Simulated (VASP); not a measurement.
Write the native input for VASP 6.6.1 that does the following.

- Task: single point
- Functional: PBE
- Potentials or basis: VASP PAW PBE potentials, release 64 (Zn, S)
- Cutoff: 520 eV
- k mesh: 9 × 9 × 6
- Occupations: gaussian, width 0.05 eV
- Spin: no spin polarisation
- Dipole correction: no
- Further INCAR settings: ALGO = Normal; EDIFF = 1e-07; NBANDS = 26

The structure of ZnS lies in POSCAR:

```
ZnS
1.0
    3.6851315482      0.0000000000      0.0000000000
   -1.8425657741      3.1914175371      0.0000000000
    0.0000000000      0.0000000000      6.0407488922
Zn S
2 2
Direct
    0.3333333333      0.6666666667      0.0052003725
    0.6666666667      0.3333333333      0.5052003725
    0.3333333333      0.6666666667      0.3797996275
    0.6666666667      0.3333333333      0.8797996275
```

One way to write it, as run:

INCAR

```
SYSTEM = ZnS
PREC = Accurate
ENCUT = 520
EDIFF = 1E-7
ISMEAR = 0
SIGMA = 0.05
LREAL = .False.
LASPH = .True.
NELM = 80
ALGO = Normal
ISIF = 2
LWAVE = .False.
LCHARG = .False.
GGA = PE
NBANDS = 26
```

KPOINTS

```
regular mesh
0
Gamma
  9 9 6
  0 0 0
```

Potentials or basis: VASP PAW PBE potentials, release 64 (Zn, S).

The run is started by

```bash
$ cat potpaw_PBE.64/Zn/POTCAR potpaw_PBE.64/S/POTCAR > POTCAR
$ mpirun -np 1 vasp_std > vasp.out
```

Results of the run:

The pressure is 12.0 GPa. The largest force is 0.032 eV/Å. The band gap on the k mesh is 2.68 eV.

Caveat: the cell stands under pressure.

Wall time 2 min on 1 thread of Intel Xeon 8259CL, on a shared host, peak memory 0.23 GiB.
